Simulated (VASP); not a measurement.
## MoP: single point with PBE

MoP:

```
Mo P
1.0
     3.24154    0.00000    0.00000
    -1.62077    2.80725    0.00000
     0.00000    0.00000    3.19442
Mo P
1 1
Direct
  0.00000 0.00000 0.00000
  0.33333 0.66667 0.50000
```

```yaml
Program: VASP 6.6.1
Task: single point
Functional: PBE
Potentials_or_basis: VASP PAW PBE potentials, release 64 (Mo_sv, P)
Cutoff: 500 eV
k_mesh: 15 × 15 × 14
Occupations: gaussian, width 0.1 eV
Spin: non-collinear spin, zero start, spin-orbit coupling
Starting_moments: "[[0.0, 0.0, 0.0], [0.0, 0.0, 0.0]] μB"
Dipole_correction: no
Further_INCAR_settings: ALGO = Normal; EDIFF = 1e-06; NBANDS = 31
```

```
Pressure                                              : 0.2 GPa
Net moment                                            : 0.00 μB per cell
Valence electrons inside the program's atomic spheres : Mo 12.56; P 2.52
```

Moments on the atoms (μB; x, y, z):
```
Mo  0.00 0.00 0.00
P   0.00 0.00 0.00
```

Wall time 12 min on 1 thread of Oxide Virtual Turin-like Processor, with other jobs on the host, peak memory 0.49 GiB.
